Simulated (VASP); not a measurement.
# Si16Ge (a cell with a defect) in VASP: a series of runs, part 2 of 2

VASP 6.6.1. The steps go on from the part before.

## Step 3: Single point, PBE

File INCAR:

```
SYSTEM = Si16Ge
PREC     = Accurate       ! precision mode
ENCUT    = 520            ! plane-wave cutoff, eV
EDIFF    = 1E-6           ! SCF threshold, eV
ISMEAR   = 0              ! smearing method
SIGMA    = 0.05           ! smearing width, eV
LREAL    = Auto         
LASPH    = .TRUE.         ! aspherical terms in the spheres
NELM     = 100            ! most SCF steps
ALGO     = Normal         ! electronic algorithm
ISIF     = 2              ! what is computed and relaxed
LWAVE    = .FALSE.        ! write WAVECAR
LCHARG   = .TRUE.         ! write CHGCAR
GGA      = PE             ! functional
LELF     = .TRUE.         ! ELF
LVHAR    = .TRUE.       
NBANDS   = 53             ! bands
```

File KPOINTS:

```
regular mesh
0
G
  2 2 2
  0 0 0
```

File POSCAR:

```
Si16Ge
1.0
    0.0000000000      5.4300000000      5.4300000000
    5.4300000000      0.0000000000      5.4300000000
    5.4300000000      5.4300000000      0.0000000000
Si Ge
16 1
Direct
   -0.0093755064     -0.0073222836     -0.0009569061
    0.0618068140      0.1471979742      0.1436788214
   -0.0064346225     -0.0035384899      0.5134069982
    0.1365130755      0.1089047882      0.6284744015
   -0.0093783610      0.5175345304     -0.0009531308
    0.1325449355      0.6229524862      0.1214300184
    0.0490935543      0.4796084715      0.4915920810
    0.1365154696      0.6260034991      0.6284793738
    0.4381938306      0.0260352670      0.0096304788
    0.6178015654      0.1058348987      0.1094772560
    0.5083554328     -0.0233913444      0.5038294659
    0.6205244936      0.1150521179      0.6492902394
    0.5027980663      0.5112772560     -0.0255039595
    0.6177992634      0.6667756906      0.1094399632
    0.5083571823      0.5111267956      0.5037969613
    0.6738263352      0.6087773481      0.6085081031
    0.6126617864      0.3021584715      0.2829056169
```

Potentials or basis: VASP PAW PBE potentials, release 64 (Si, Ge_d).

The run is started by

```sh
cat potpaw_PBE.64/Si/POTCAR potpaw_PBE.64/Ge_d/POTCAR > POTCAR
mpirun -np 1 vasp_std > vasp.out
```

OUTCAR:

```text
SYSTEM = Si16Ge
   PREC = Accurate
   ENCUT = 520
   EDIFF = 1E-6
   ISMEAR = 0
   LREAL = Auto
   LASPH = .TRUE.
   NELM = 100
   ISIF = 2
   GGA = PE

 ion  position               nearest neighbor table
   1  0.991  0.993  0.999-   6 2.32   4 2.33  10 2.34   2 2.35
   2  0.062  0.147  0.144-   3 2.35   5 2.35   1 2.35   9 2.36  17 2.82
   3  0.994  0.996  0.513-   8 2.33   4 2.33  12 2.34   2 2.35
   4  0.137  0.109  0.628-   3 2.33   1 2.33  11 2.33   7 2.34
   5  0.991  0.518  0.999-   6 2.32   8 2.33  14 2.34   2 2.35
   6  0.133  0.623  0.121-   5 2.32   1 2.32  13 2.33   7 2.34
   7  0.049  0.480  0.492-   6 2.34   4 2.34   8 2.34  16 2.35
   8  0.137  0.626  0.628-   3 2.33   5 2.33  15 2.33   7 2.34
   9  0.438  0.026  0.010-  10 2.29  14 2.29  12 2.30   2 2.36
  10  0.618  0.106  0.109-   9 2.29   1 2.34  17 2.44  11 2.48  13 2.55
  11  0.508  0.977  0.504-  16 2.32   4 2.33  10 2.48  17 2.48  12 2.49
  12  0.621  0.115  0.649-   9 2.30   3 2.34  17 2.45  11 2.49  15 2.49
  13  0.503  0.511  0.974-  16 2.32   6 2.33  17 2.40  10 2.55  14 2.55
  14  0.618  0.667  0.109-   9 2.29   5 2.34  17 2.44  15 2.48  13 2.55
  15  0.508  0.511  0.504-  16 2.32   8 2.33  14 2.48  17 2.48  12 2.49
  16  0.674  0.609  0.609-  13 2.32  15 2.32  11 2.32   7 2.35
  17  0.613  0.302  0.283-  13 2.40  10 2.44  14 2.44  12 2.45  11 2.48  15 2.48   2 2.82

  LATTYP: Found a face centered cubic cell.
 ALAT       =    10.8600000000

  Lattice vectors:

 A1 = (   0.0000000000,   5.4300000000,   5.4300000000)
 A2 = (   5.4300000000,   0.0000000000,   5.4300000000)
 A3 = (   5.4300000000,   5.4300000000,   0.0000000000)

Analysis of symmetry for initial positions (statically):
=====================================================================
 Subroutine PRICEL returns:
 Original cell was already a primitive cell.

 Routine SETGRP: Setting up the symmetry group for a
 face centered cubic supercell.

 Subroutine GETGRP returns: Found  1 space group operations
 (whereof  1 operations were pure point group operations)
 out of a pool of 48 trial point group operations.

The static configuration has the point symmetry C_1 .

Analysis of symmetry for dynamics (positions and initial velocities):
[... 152 lines left out ...]
   IVDW    =     0    specifies the selected vdW correction
   LEPSILON=     F    determine dielectric tensor
   LRPA    =     F    only Hartree local field effects (RPA)
 non-spin polarized calculation
 Gauss-broadening in eV      SIGMA  =   0.05
  energy-cutoff  :      520.00
  volume of cell :      320.21
 maximum number of plane-waves:      8646
 NGX is ok and might be reduce to    60
   NGX = 29   NGY = 29   NGZ = 29

 number of electron      78.0000001 magnetization

 Free energy of the ion-electron system (eV)
  ---------------------------------------------------
  ext. energy  EPLUGINS =         0.00000000
  ---------------------------------------------------
  free energy    TOTEN  =       -86.32913466 eV

  energy without entropy =      -86.31755218  energy(sigma->0) =      -86.32334342

 E-fermi :   6.7491     XC(G=0):  -9.7675

 val. band max:        6.7234745642   @ k =   0.5000   0.5000   0.0000
 cond. band min:       6.7653799035   @ k =   0.5000   0.0000   0.5000
 fundamental gap:      0.0419053393
 Fermi energy:         6.7490885109

 k-point     1 :       0.0000    0.0000    0.0000
  band No.  band energies     occupation
      1     -18.0684      2.00000
      2     -18.0644      2.00000
      3     -17.9653      2.00000
      4     -17.9622      2.00000
      5     -17.9567      2.00000
      6      -6.3816      2.00000
[... 421 lines left out ...]
     50      10.4262      0.00000
     51      10.5166      0.00000
 [bands above 51 left out]

------------------------ aborting loop because EDIFF is reached ----------------------------------------

  FORCE on cell =-STRESS in cart. coord.  units (eV):
  Direction    XX          YY          ZZ          XY          YZ          ZX
  --------------------------------------------------------------------------------------
  -------------------------------------------------------------------------------------
  Total       11.5862465     12.2372281     11.5867805      1.7502467     -1.7500118      1.7095499
  in kB       57.9727445     61.2299852     57.9754164      8.7575042     -8.7563292      8.5538746
  external PRESSURE =      59.0593820 kB  Pullay stress =       0.0000000 kB

 VOLUME and BASIS-vectors are now :
 -----------------------------------------------------------------------------
  energy-cutoff  :      520.00
  volume of cell :      320.21
      direct lattice vectors                 reciprocal lattice vectors
     0.000000000  5.430000000  5.430000000    -0.092081031  0.092081031  0.092081031
     5.430000000  0.000000000  5.430000000     0.092081031 -0.092081031  0.092081031
     5.430000000  5.430000000  0.000000000     0.092081031  0.092081031 -0.092081031

 POSITION                                       TOTAL-FORCE (eV/Angst)
 -----------------------------------------------------------------------------------
     10.81504     10.80390     10.76933        -0.003174     -0.016052      0.017417
      1.57946      1.11579      1.13490         0.055179     -0.087301     -0.054791
      8.19859      8.18286     10.80585         0.010445     -0.003784     -0.011259
      4.00397      4.15388      1.33262         0.003733     -0.019586      0.065146
      8.23504     10.80390      8.18929        -0.017980     -0.015913      0.003403
      4.04200      1.37908      4.10235        -0.036586      0.026252      0.036834
[... 9 lines left out ...]
      6.60986      6.96308      6.96454         0.009965     -0.008876     -0.009421
      3.17690      4.86293      4.96747         0.032813      0.182636     -0.032416
 -----------------------------------------------------------------------------------
    total drift:                               -0.003394      0.005335      0.001120

  FREE ENERGIE OF THE ION-ELECTRON SYSTEM (eV)
  ---------------------------------------------------
  free  energy   TOTEN  =       -86.3291346568 eV

  energy  without entropy=      -86.3175521779  energy(sigma->0) =      -86.32334342
```

OSZICAR:

```text
N       E                     dE             d eps       ncg     rms          rms(c)
DAV:   1     0.397402973809E+03    0.39740E+03   -0.30119E+04  1047   0.158E+03
DAV:   2    -0.256757877667E+02   -0.42308E+03   -0.39371E+03   952   0.380E+02
DAV:   3    -0.845561259042E+02   -0.58880E+02   -0.56659E+02  1011   0.101E+02
DAV:   4    -0.877456820241E+02   -0.31896E+01   -0.31438E+01  1080   0.278E+01
DAV:   5    -0.878431645093E+02   -0.97482E-01   -0.97281E-01  1072   0.463E+00    0.143E+01
DAV:   6    -0.867770308248E+02    0.10661E+01   -0.66971E-01  1030   0.262E+00    0.863E+00
DAV:   7    -0.863225104690E+02    0.45452E+00   -0.11884E+00   992   0.345E+00    0.611E-01
DAV:   8    -0.863266902556E+02   -0.41798E-02   -0.86579E-02  1011   0.132E+00    0.382E-01
DAV:   9    -0.863282265168E+02   -0.15363E-02   -0.60790E-03  1088   0.342E-01    0.218E-01
DAV:  10    -0.863288812759E+02   -0.65476E-03   -0.66924E-04   990   0.104E-01    0.883E-02
DAV:  11    -0.863291220943E+02   -0.24082E-03   -0.30683E-04   976   0.673E-02    0.254E-02
DAV:  12    -0.863291309989E+02   -0.89046E-05   -0.15872E-05  1096   0.190E-02    0.103E-02
DAV:  13    -0.863291347050E+02   -0.37060E-05   -0.74018E-06   976   0.103E-02    0.278E-03
DAV:  14    -0.863291346568E+02    0.48184E-07   -0.28787E-07   584   0.326E-03
   1 F= -.86329135E+02 E0= -.86323343E+02  d E =-.115825E-01
```

stdout:

```text
POSCAR found type information on POSCAR SiGe
 POSCAR found :  2 types and      17 ions
 scaLAPACK will be used
 LDA part: xc-table for (Slater+PW92), standard interpolation
 POSCAR, INCAR and KPOINTS ok, starting setup
 FFT: planning ... GRIDC
 FFT: planning ... GRID_SOFT
 FFT: planning ... GRID
 WAVECAR not read
 entering main loop
```

It took 4.7 min on 1 thread of Intel Xeon 6975P-C, shared host; peak memory 0.5 GiB.

What came out:

| Quantity | Value |
| --- | --- |
| Free energy | -86.3291 eV |
| Pressure | 5.9 GPa |
| Largest force | 0.188 eV/Å |
| Band gap on the k mesh | zero (band 39 reaches 6.77 eV, above the bottom of band 40 at 6.68 eV) |

Forces on the atoms (eV/Å):
```
Si  -0.003 -0.016  0.017
Si   0.055 -0.087 -0.055
Si   0.010 -0.004 -0.011
Si   0.004 -0.020  0.065
Si  -0.018 -0.016  0.003
Si  -0.037  0.026  0.037
Si  -0.002 -0.090  0.002
Si  -0.065 -0.020 -0.003
Si   0.074 -0.018 -0.074
Si  -0.076 -0.028 -0.032
Si   0.012  0.028  0.051
Si   0.062  0.064 -0.063
Si  -0.041  0.006  0.041
Si   0.032 -0.028  0.076
Si  -0.051  0.028 -0.012
Si   0.010 -0.009 -0.009
Ge   0.033  0.183 -0.032
```

Caveat: the k points lie up to 0.50 Å⁻¹ apart.
